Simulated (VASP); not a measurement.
Wanted: the native input for a VASP 6.6.1 run.

* Task: relaxation of cell and atoms
* Functional: PBEsol
* Potentials or basis: VASP PAW PBE potentials, release 64 (C)
* Cutoff: 600 eV
* k mesh: 14 × 14 × 8
* Occupations: gaussian, width 0.02 eV
* Spin: no spin polarisation
* Dipole correction: no
* Further INCAR settings: ALGO = Normal; EDIFF = 1e-07; IBRION = 2; EDIFFG = -0.01; NSW = 100; ISIF = 3

The structure of C lies in POSCAR:

```
C
1.0
    2.1273203072     -1.2282824400      0.0000000000
    2.1273203072      1.2282824400      0.0000000000
   -1.3790696309      0.0000000000      3.5028300786
C
2
Direct
    0.8333555300      0.8333555300      0.0000930400
    0.1666444700      0.1666444700      0.9999069600
```

One way to write it, as run:

INCAR

```
ALGO     = Normal         # electronic algorithm
EDIFF    = 1E-7           # SCF threshold, eV
EDIFFG   = -0.01          # ionic threshold
ENCUT    = 600            # plane-wave cutoff, eV
GGA      = PS             # functional
IBRION   = 2              # ionic algorithm
ISIF     = 3              # what is computed and relaxed
ISMEAR   = 0              # smearing method
LASPH    = True           # aspherical terms in the spheres
LCHARG   = False          # write CHGCAR
LREAL    = False          # projectors in reciprocal space
LWAVE    = False          # write WAVECAR
NELM     = 60             # most SCF steps
NSW      = 100            # ionic steps
PREC     = Accurate       # precision mode
SIGMA    = 0.02           # smearing width, eV
```

KPOINTS

```
k-points
0
Gamma
  14 14 8
```

Potentials or basis: VASP PAW PBE potentials, release 64 (C).

Run with:

```sh
$ cat potpaw_PBE.64/C/POTCAR > POTCAR
$ mpirun -np 1 vasp_std > vasp.out
```

Results of the run:

```yaml
Relaxed_volume: 9.18 Å³/atom
Relaxed_cell: a = 2.460 Å, b = 2.460 Å, c = 3.766 Å, α = 108.52°, β = 108.52°, γ = 60.00°
Space_group_after_relaxing_to_0.05_Å: C2/m (No. 12)
Energy_gained_by_relaxing: 0.1 meV/atom
Ionic_steps: 3
Pressure_after_relaxing: 0.0 GPa
Band_gap_on_the_k_mesh: 0.78 eV, indirect (least direct gap 0.80 eV)
```

Caveat: the PAW data sets were made with another functional, which shifts forces and pressure a little; this functional lacks dispersion, which binds the layers, so the pressure and a relaxed spacing across them are unreliable.

It took 100 s on 1 thread of Intel(R) Xeon(R) Platinum 8488C (Sapphire Rapids) (shared host), peak memory 0.18 GiB.
